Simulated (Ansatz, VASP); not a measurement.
BN in VASP and in Ansatz

```
CELL_PARAMETERS angstrom
4.33766 0.00000 0.00000
-2.16883 7.12991 0.00000
0.00000 0.00000 24.86170
ATOMIC_POSITIONS crystal
B 0.21925 0.23910 0.31492
B 0.23601 0.66894 0.33680
B 0.76063 0.20379 0.34978
B 0.67103 0.65674 0.37285
B 0.23238 0.15782 0.40213
B 0.16300 0.63016 0.42650
B 0.71691 0.12210 0.45029
B 0.64744 0.60287 0.47463
B 0.19913 0.08811 0.50000
B 0.13259 0.57318 0.52536
B 0.68293 0.05413 0.54971
B 0.62086 0.54588 0.57349
B 0.16267 0.01841 0.59787
B 0.10230 0.51929 0.62715
B 0.64497 0.97246 0.65022
B 0.65510 0.50711 0.66319
B 0.06828 0.93715 0.68509
N 0.93856 0.25428 0.30101
N 0.52919 0.67876 0.32237
N 0.42345 0.19914 0.35263
N 0.00540 0.65586 0.37607
N 0.89997 0.15883 0.40079
N 0.49652 0.63137 0.42483
N 0.38278 0.12082 0.45071
N 0.98063 0.60287 0.47565
N 0.86609 0.08811 0.50000
N 0.46579 0.57317 0.52434
N 0.35008 0.05541 0.54929
N 0.95317 0.54467 0.57516
N 0.82925 0.01740 0.59922
N 0.43756 0.52018 0.62392
N 0.31243 0.97710 0.64737
N 0.93846 0.49729 0.67763
N 0.77240 0.92197 0.69900
```

Alike in both runs: functional PBEsol; k mesh 7 × 4 × 1; occupations gaussian, width 0.05 eV; no spin polarisation.

Ansatz relaxed the structure, and its values are those at the end. VASP's run is a single point on that final structure, the one shown.

|  | VASP | Ansatz |
| --- | --- | --- |
| version | VASP 6.6.1 | Ansatz 0.2.0 |
| potentials or method | VASP PAW PBE potentials, release 64 (B, N), cutoff 520 eV | scalar-relativistic, plane waves, PAW |
| valence electrons in the cell | 136 | 136 |

Ansatz gave:

- gap on the k mesh at the Fermi level (eV): 3.83
- least direct gap on the mesh (eV): 3.85
- rms of the force components (eV/Å): 0.004

Problem. What did VASP give for the same quantities?

Solution. gap on the k mesh at the Fermi level (eV): 3.83; least direct gap on the mesh (eV): 3.84; rms of the force components (eV/Å): 0.015.

VASP's potentials were made for PBE, not for PBEsol. With one functional, cell and mesh, what is left measures potentials, basis and numerics. Ansatz's warnings: xc potential rough in thin density.
